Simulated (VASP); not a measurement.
Zn: electric field gradients with LDA

The system is Zn.

```
Zn
1.0
     2.78508    0.00000    0.00000
    -1.39254    2.41195    0.00000
     0.00000    0.00000    4.51182
Zn
2
Direct
  0.21333 0.60667 0.16000
  0.78667 0.39333 0.84000
```

This cell differs from its parent crystal: shortest bond scaled by 0.64.

```yaml
Program: VASP 6.6.1
Task: electric field gradients
Functional: LDA
Potentials_or_basis: VASP PAW LDA potentials, release 64 (Zn)
Cutoff: 520 eV
k_mesh: 12 × 12 × 7
Occupations: fermi-dirac, width 0.05 eV
Spin: no spin polarisation
Dipole_correction: no
Further_INCAR_settings: ALGO = Normal; EDIFF = 1e-08; NBANDS = 19
```

```yaml
Pressure: 42.8 GPa
Largest_force: 14.153 eV/Å
Band_gap_on_the_k_mesh: zero (bands 12 and 13 overlap by 3.07 eV)
Largest_electric_field_gradient_by_atom: Zn -55.3 V/Å²
```

Forces in eV/Å, atoms in the order of the input:
```
Zn    6.366   3.676  12.095
Zn   -6.366  -3.676 -12.095
```

Stress tensor (GPa, compression positive):
```
32.76 16.19 48.39
16.19 14.06 27.94
48.39 27.94 81.53
```

Levels at points of the mesh, in eV from the Fermi level:
```csv
k point,band 10,band 11,band 12,band 13,band 14,band 15
"(0.00, 0.00, 0.00)",-7.39,-7.08,-1.81,-1.64,13.98,14.56
"(0.50, 0.00, 0.00)",-7.35,-3.80,-3.51,3.32,3.72,6.61
"(0.00, 0.50, 0.00)",-7.11,-3.95,-3.22,3.26,4.34,5.25
```

Electric field gradients, principal values (V/Å²):
```csv
atom,least,middle,greatest (by size)
1 Zn,14.527,40.755,-55.282
2 Zn,14.527,40.755,-55.282
```

It took 55 s on 1 thread of Intel(R) Xeon(R) Platinum 8559C (Emerald Rapids), on a shared host, peak memory 0.24 GiB.

Caveat: the cell differs from its parent crystal (shortest bond scaled by 0.64); the stress differs along the axes, from 14 to 82 GPa; without QUAD_EFG the Cq values of the log hold for a quadrupole moment of 1 mb, not for the nuclei; forces of over 1 eV/Å act on the atoms, so gaps and moduli don't describe the material at rest.
